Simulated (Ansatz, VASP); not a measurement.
# Two plane-wave programs on C

File INCAR:

```
PREC = Accurate ; ENCUT = 520
EDIFF = 1E-6 ; ISMEAR = 0
SIGMA = 0.05 ; LREAL = F
LASPH = T ; NELM = 100
ALGO = Normal ; ISIF = 2
LWAVE = F ; LCHARG = T
GGA = PE ; IVDW = 12
LELF = T ; LVHAR = T
NBANDS = 11
```

File KPOINTS:

```
Automatic mesh
0
Gamma
  15 15 15
```

POSCAR

```
C
1.0
    1.2119157437      0.6996998808      3.3052526588
   -1.2119157437      0.6996998808      3.3052526588
    0.0000000000     -1.3993997617      3.3052526588
C
2
Direct
    0.1684797275      0.1684797275      0.1684797275
    0.8315202725      0.8315202725      0.8315202725
```

Input for Ansatz:

```yaml
crystal:
  lattice:
    - [1.2119157437, 0.6996998808, 3.3052526588]
    - [-1.2119157437, 0.6996998808, 3.3052526588]
    - [0.0, -1.3993997617, 3.3052526588]
  atoms:
    - { symbol: C, position: [0.1684797275, 0.1684797275, 0.1684797275] }
    - { symbol: C, position: [0.8315202725, 0.8315202725, 0.8315202725] }
basis:
  ecutwfc: 520.0
kpoints:
  mp_grid: { grid: [15, 15, 15] }
hamiltonian:
  xc: pbe
  dispersion: d3bj
scf:
  occupations: { method: gaussian, width: 0.05 }
output:
  forces: true
  stress: true
  eigenvalues: true
```

Change from the starting cell: mode 4 frozen in at +0.019 Å, equal normal strain along x, y and z -0.0167.

Alike in both runs: task single point; functional PBE; dispersion D3(BJ); k mesh 15 × 15 × 15; occupations gaussian, width 0.05 eV; no spin polarisation.

|  | VASP | Ansatz |
| --- | --- | --- |
| version | VASP 6.6.1 | Ansatz 0.2.0 |
| potentials or method | VASP PAW PBE potentials, release 64 (C), cutoff 520 eV | scalar-relativistic, plane waves, PAW |
| valence electrons in the cell | 8 | 8 |

|  | VASP | Ansatz | Ansatz less VASP |
| --- | --- | --- | --- |
| gap on the k mesh at the Fermi level (eV) | 0.63 | 0.63 | -0.001 |
| least direct gap on the mesh (eV) | 0.63 | 0.63 | -0.001 |
| pressure (GPa) | 16.8 | 16.4 | -0.45 |
| traceless stress, the component that is largest in VASP (GPa) | -16.52 | -15.95 | +0.571 |
| rms of the force components (eV/Å) | 0.352 | 0.353 | +0.0010 |

Atom by atom the forces differ by 0.001 eV/Å (rms over components).
